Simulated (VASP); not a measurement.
## ScAl3: single point with PBE

ScAl3:

```
CELL_PARAMETERS angstrom
4.20796 0.00000 0.00000
0.00000 4.00270 0.00000
0.00000 0.00000 4.10533
ATOMIC_POSITIONS crystal
Sc 0.00000 0.00000 0.00000
Al 0.50000 0.00000 0.50000
Al 0.00000 0.50000 0.50000
Al 0.50000 0.50000 0.00000
```

This cell differs from its parent crystal: strain +0.0250 x Voigt [1, -1, 0, 0, 0, 0].

```yaml
Program: VASP 6.6.1
Task: single point
Functional: PBE
Potentials_or_basis: VASP PAW PBE potentials, release 64 (Sc_sv, Al)
Cutoff: 520 eV
k_mesh: 12 × 12 × 12
Occupations: gaussian, width 0.15 eV
Spin: no spin polarisation
```

```
Pressure               : 0.2 GPa
Band gap on the k mesh : zero (band 10 reaches 8.06 eV, above the bottom of band 11 at 4.33 eV)
```

Stress tensor (GPa, compression positive):
```
-3.32  0.00  0.00
 0.00  3.65  0.00
 0.00  0.00  0.34
```

Levels at points of the mesh, in eV from the Fermi level:
| k point | band 6 | band 7 | band 8 | band 9 | band 10 | band 11 | band 12 | band 13 | band 14 | band 15 |
| --- | --- | --- | --- | --- | --- | --- | --- | --- | --- | --- |
| (0.00, 0.00, 0.00) | -2.85 | -2.40 | -2.14 | -1.82 | -1.46 | 1.21 | 1.26 | 1.31 | 1.37 | 4.70 |
| (0.50, 0.00, 0.00) | -7.36 | -1.75 | -1.46 | -1.38 | 0.85 | 0.95 | 1.27 | 1.50 | 1.64 | 1.86 |
| (0.00, 0.50, 0.00) | -7.22 | -1.91 | -1.66 | -1.54 | 0.58 | 0.72 | 1.01 | 1.39 | 1.60 | 2.43 |
| (0.50, 0.50, 0.00) | -5.67 | -5.56 | -4.33 | -0.61 | -0.46 | 1.20 | 1.35 | 1.95 | 2.58 | 3.31 |
| (0.00, 0.00, 0.50) | -7.30 | -1.96 | -1.46 | -1.43 | 0.53 | 0.68 | 1.30 | 1.63 | 1.63 | 2.14 |
| (0.50, 0.00, 0.50) | -5.77 | -5.71 | -4.34 | -0.40 | -0.32 | 1.44 | 1.65 | 1.92 | 2.36 | 3.66 |
| (0.00, 0.50, 0.50) | -5.53 | -5.48 | -4.33 | -0.72 | -0.65 | 0.99 | 1.05 | 2.13 | 2.63 | 3.05 |
| (0.50, 0.50, 0.50) | -4.78 | -4.76 | -4.43 | -3.06 | -2.95 | -2.84 | 0.91 | 2.47 | 2.72 | 3.89 |

Run time: 5.3 min on 1 thread of Oxide Virtual Turin-like Processor, on a shared host, peak memory 0.45 GiB.

Caveat: the cell differs from its parent crystal (strain +0.0250 x Voigt [1, -1, 0, 0, 0, 0]).
